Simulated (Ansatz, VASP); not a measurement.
Two plane-wave programs on Pt

```
CELL_PARAMETERS angstrom
0.00000 1.84245 2.21095
1.84245 0.00000 2.21095
1.84245 1.84245 0.00000
ATOMIC_POSITIONS crystal
Pt 0.00000 0.00000 0.00000
```

Alike in both runs: task single point; functional PBE; k mesh 24 × 24 × 24; occupations gaussian, width 0.15 eV; no spin polarisation.

|  | VASP | Ansatz |
| --- | --- | --- |
| version | VASP 6.6.1 | Ansatz 0.2.0 |
| potentials or method | VASP PAW PBE potentials, release 64 (Pt), cutoff 520 eV | scalar-relativistic, plane waves, PAW |
| valence electrons in the cell | 10 | 18 |

VASP gave:

```
gap on the k mesh at the Fermi level (eV)                     : none
pressure (GPa)                                                : 16.4
traceless stress, the component that is largest in VASP (GPa) : -19.78
```

Task: Estimate Ansatz's values.

Result: gap on the k mesh at the Fermi level (eV): none; pressure (GPa): 17.0; traceless stress, the component that is largest in VASP (GPa): -19.95.

A gap of «none» marks a metal or a gap that the smearing closes. VASP's potentials hold 10 valence electrons a cell and Ansatz's 18, so a difference there can come from the potentials and not from the codes.

Spin-orbit coupling is off throughout.
